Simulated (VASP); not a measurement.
# Se (R-3) in VASP: further runs

The runs below take Se through single point, with PBE, LDA, r2SCAN+rVV10.

Everything below comes from runs of VASP 6.6.1. Logs are shortened: lines on timing, memory, paths and dates and some standing lists are left out, and cuts for length are marked.

## 1. The cell of the first run

Symmetry: R-3, No. 148, trigonal system. The conventional cell has a = 11.249 Å, b = 11.249 Å, c = 4.466 Å, α = 90.00°, β = 90.00°, γ = 120.00°. Within 3.1 Å of Se (site symmetry 1) lie 2 Se at 2.37 Å.

## 2. Single point, PBE

Input file INCAR:

```
SYSTEM = Se
PREC = Accurate ; ENCUT = 520
EDIFF = 1E-6 ; ISMEAR = -1
SIGMA = 0.02 ; LREAL = .False.
LASPH = .True. ; NELM = 100
ALGO = Normal ; ISIF = 2
LWAVE = .False. ; LCHARG = .False.
GGA = PE ; NBANDS = 27
```

Input file KPOINTS:

```
Automatic mesh
0
Gamma
  6 6 6
  0 0 0
```

Input file POSCAR:

```
Se
1.0
    5.6247499422      3.2474508932      1.4885349391
   -5.6247499422      3.2474508932      1.4885349391
    0.0000000000     -6.4949017865      1.4885349391
Se
6
Direct
    0.8392979907      0.7150361889      0.0841377999
    0.7150361889      0.0841377999      0.8392979907
    0.0841377999      0.8392979907      0.7150361889
    0.1607020093      0.2849638111      0.9158622001
    0.2849638111      0.9158622001      0.1607020093
    0.9158622001      0.1607020093      0.2849638111
```

Potentials or basis: VASP PAW PBE potentials, release 64 (Se).

The run is started by

```console
> cat potpaw_PBE.64/Se/POTCAR > POTCAR
> mpirun -np 1 vasp_std > vasp.out
```

OUTCAR:

```text
SYSTEM = Se
   PREC = Accurate
   ENCUT = 520
   EDIFF = 1E-6
   ISMEAR = -1
   LREAL = .False.
   LASPH = .True.
   NELM = 100
   ISIF = 2
   GGA = PE

 ion  position               nearest neighbor table
   1  0.839  0.715  0.084-   5 2.37   6 2.37
   2  0.715  0.084  0.839-   4 2.37   6 2.37
   3  0.084  0.839  0.715-   4 2.37   5 2.37
   4  0.161  0.285  0.916-   2 2.37   3 2.37
   5  0.285  0.916  0.161-   1 2.37   3 2.37
   6  0.916  0.161  0.285-   1 2.37   2 2.37

  LATTYP: Found a trigonal (rhomboedric) cell.
 ALAT       =     6.6632938912
 COS(alpha) =    -0.4251431777

  Lattice vectors:

 A1 = (   5.6247499422,   3.2474508932,   1.4885349391)
 A2 = (  -5.6247499422,   3.2474508932,   1.4885349391)
 A3 = (   0.0000000000,  -6.4949017865,   1.4885349391)

Analysis of symmetry for initial positions (statically):
=====================================================================
 Subroutine PRICEL returns:
 Original cell was already a primitive cell.

 Routine SETGRP: Setting up the symmetry group for a
 trigonal (rhombohedral) supercell.

 Subroutine GETGRP returns: Found  6 space group operations
 (whereof  6 operations were pure point group operations)
 out of a pool of 12 trial point group operations.

The static configuration has the point symmetry S_6 .

Analysis of symmetry for dynamics (positions and initial velocities):
=====================================================================
 Subroutine PRICEL returns:
 Original cell was already a primitive cell.

 Routine SETGRP: Setting up the symmetry group for a
 trigonal (rhombohedral) supercell.

 Subroutine GETGRP returns: Found  6 space group operations
 (whereof  6 operations were pure point group operations)
 out of a pool of 12 trial point group operations.

The dynamic configuration has the point symmetry S_6 .

 Subroutine INISYM returns: Found  6 space group operations
 (whereof  6 operations are pure point group operations),
 and found     1 'primitive' translations

----------------------------------------------------------------------------------------

                                     Primitive cell

  volume of cell :     163.1384

  direct lattice vectors                    reciprocal lattice vectors
     5.624749942  3.247450893  1.488534939     0.088892841  0.051322305  0.223933832
[... 95 lines left out ...]
   LREAL  =      F    real-space projection
   EDIFFG = 0.1E-04   stopping-criterion for IOM
   NSW    =      0    number of steps for IOM
   IBRION =     -1    ionic relax: 0-MD 1-quasi-New 2-CG
   NFREE  =      0    steps in history (QN), initial steepest desc. (CG)
   ISIF   =      2    stress and relaxation
   ISYM   =      2    0-nonsym 1-usesym 2-fastsym
   POTIM  = 0.5000    time-step for ionic-motion
   TEBEG  =    0.0;   TEEND  =   0.0 temperature during run
   PSTRESS=    0.0 pullay stress
   NELECT =      36.0000    total number of electrons
   NUPDOWN=      -1.0000    fix difference up-down
   EMIN   =  10.00;   EMAX   =-10.00  energy-range for DOS
   EFERMI =   0.00;   METHOD = LEGACY
   ISMEAR =    -1;   SIGMA  =   0.02  broadening in eV -4-tet -1-fermi 0-gaus
   EFERMI_NEDOS =   21; number of points for ismear=-14 and -15
   IALGO  =     38    algorithm
   IMIX   =      4    mixing-type and parameters
     AMIX     =   0.40;   BMIX     =  1.00
     AMIX_MAG =   1.60;   BMIX_MAG =  1.00
  volume/ion in A,a.u.               =      27.19       183.49
  Fermi-wavevector in a.u.,A,eV,Ry     =   0.989290  1.869487 13.315951  0.978695
  Thomas-Fermi vector in A             =   2.120878
   LORBIT       =      0    0 simple, 1 ext, 2 COOP (PROOUT), +10 PAW based schemes
   GGA     = PE    functional components
   LHFCALC =     F    Hartree Fock is set to
   AEXX    =    0.0000 exact exchange contribution
   IVDW    =     0    specifies the selected vdW correction
   LEPSILON=     F    determine dielectric tensor
   LRPA    =     F    only Hartree local field effects (RPA)
 non-spin polarized calculation
  energy-cutoff  :      520.00
  volume of cell :      163.14
 maximum number of plane-waves:      4427
 NGX is ok and might be reduce to    50
   NGX = 25   NGY = 25   NGZ = 25

 number of electron      36.0000001 magnetization

 Free energy of the ion-electron system (eV)
  ---------------------------------------------------
  ext. energy  EPLUGINS =         0.00000000
  ---------------------------------------------------
  free energy    TOTEN  =       -20.73486739 eV

  energy without entropy =      -20.73486739  energy(sigma->0) =      -20.73486739

 E-fermi :   2.8040     XC(G=0):  -8.8582

 val. band max:        2.3808478337   @ k =   0.5000   0.5000   0.5000
 cond. band min:       3.6148900678   @ k =  -0.1667   0.1667   0.1667
 fundamental gap:      1.2340422341
 Fermi energy:         2.8039578904

 k-point     1 :       0.0000    0.0000    0.0000
  band No.  band energies     occupation
      1     -13.2850      2.00000
      2     -11.5053      2.00000
      3     -11.5053      2.00000
      4      -9.3591      2.00000
      5      -9.3591      2.00000
      6      -7.8368      2.00000
[... 709 lines left out ...]
     26       8.4252      0.00000
     27       8.9472      0.00000

 [... further k-points ...]

------------------------ aborting loop because EDIFF is reached ----------------------------------------

  FORCE on cell =-STRESS in cart. coord.  units (eV):
  Direction    XX          YY          ZZ          XY          YZ          ZX
  --------------------------------------------------------------------------------------
  -------------------------------------------------------------------------------------
  Total        2.5740048      2.5740048      2.3254979     -0.0000005     -0.0000000      0.0000000
  in kB       25.2792295     25.2792295     22.8386503     -0.0000053     -0.0000000      0.0000000
  external PRESSURE =      24.4657031 kB  Pullay stress =       0.0000000 kB

 VOLUME and BASIS-vectors are now :
 -----------------------------------------------------------------------------
  energy-cutoff  :      520.00
  volume of cell :      163.14
      direct lattice vectors                 reciprocal lattice vectors
     5.624749942  3.247450893  1.488534939     0.088892841  0.051322305  0.223933832
    -5.624749942  3.247450893  1.488534939    -0.088892841  0.051322305  0.223933832
     0.000000000 -6.494901786  1.488534939     0.000000000 -0.102644611  0.223933832

 POSITION                                       TOTAL-FORCE (eV/Angst)
 -----------------------------------------------------------------------------------
      0.69894      4.50116      2.43892         0.115842     -0.259884     -0.225665
      3.54865     -2.85588      2.43892        -0.282987      0.029620     -0.225665
     -4.24759     -1.64528      2.43892         0.167145      0.230264     -0.225665
     -0.69894     -4.50116      2.02668        -0.115842      0.259884      0.225665
     -3.54865      2.85588      2.02668         0.282987     -0.029620      0.225665
      4.24759      1.64528      2.02668        -0.167145     -0.230264      0.225665
 -----------------------------------------------------------------------------------
    total drift:                               -0.000000      0.000000      0.000000

  FREE ENERGIE OF THE ION-ELECTRON SYSTEM (eV)
  ---------------------------------------------------
  free  energy   TOTEN  =       -20.7348673945 eV

  energy  without entropy=      -20.7348673945  energy(sigma->0) =      -20.73486739
```

Wall time 3.4 min (1 thread of Intel Xeon Platinum 8488C (Sapphire Rapids), shared host); peak memory 0.39 GiB.

Results:

```
Free energy            : -20.7349 eV
Pressure               : 2.4 GPa
Largest force          : 0.363 eV/Å
Band gap on the k mesh : 1.23 eV (least direct gap 1.44 eV)
```

Forces in eV/Å, atoms in the order of the input:
```
Se   0.116 -0.260 -0.226
Se  -0.283  0.030 -0.226
Se   0.167  0.230 -0.226
Se  -0.116  0.260  0.226
Se   0.283 -0.030  0.226
Se  -0.167 -0.230  0.226
```

Caveat: this functional lacks dispersion, which holds the molecules together, so the pressure and a relaxed volume are unreliable.

## 3. Single point, LDA

Input file INCAR:

```
PREC = Accurate
ENCUT = 520
EDIFF = 1E-7
ISMEAR = 0
SIGMA = 0.01
LREAL = F
LASPH = T
NELM = 80
ALGO = Normal
ISIF = 2
LWAVE = F
LCHARG = T
LELF = T
LVHAR = T
NBANDS = 27
```

Input file KPOINTS:

```
Automatic mesh
0
Gamma
  6 6 6
```

POSCAR is that of step 2.

Potentials or basis: VASP PAW LDA potentials, release 64 (Se).

The run is started by

```console
> cat potpaw_LDA.64/Se/POTCAR > POTCAR
> mpirun -np 1 vasp_std > vasp.out
```

Run time: 3.6 min. Hardware: 1 thread of Intel Xeon Platinum 8488C (Sapphire Rapids), shared host; peak memory 0.33 GiB.

The run converged. Its results:

```yaml
Free_energy: -24.4463 eV
Pressure: -1.6 GPa
Largest_force: 0.207 eV/Å
Band_gap_on_the_k_mesh: 1.11 eV (least direct gap 1.31 eV)
```

Forces in eV/Å, atoms in the order of the input:
```
Se   0.094 -0.176 -0.057
Se  -0.199  0.006 -0.057
Se   0.105  0.170 -0.057
Se  -0.094  0.176  0.057
Se   0.199 -0.006  0.057
Se  -0.105 -0.170  0.057
```

Stress tensor (GPa, compression positive):
```
-1.79  0.00  0.00
 0.00 -1.79  0.00
 0.00  0.00 -1.12
```

Levels at points of the mesh, in eV from the valence-band top:
| k point | band 15 | band 16 | band 17 | band 18 | band 19 | band 20 | band 21 | band 22 |
| --- | --- | --- | --- | --- | --- | --- | --- | --- |
| (0.00, 0.00, 0.00) | -0.75 | -0.75 | -0.59 | -0.59 | 1.75 | 1.75 | 2.45 | 2.79 |
| (0.50, 0.00, 0.00) | -1.33 | -0.85 | -0.28 | -0.22 | 1.64 | 1.79 | 2.57 | 2.88 |
| (0.50, 0.50, 0.00) | -1.41 | -1.18 | -0.85 | -0.26 | 1.38 | 1.62 | 2.20 | 2.95 |
| (0.50, 0.50, 0.50) | -1.40 | -1.36 | -1.36 | 0.00 | 1.44 | 1.44 | 1.76 | 3.54 |

A k mesh can miss the band edges.

(Continued in part 2 of 2.)
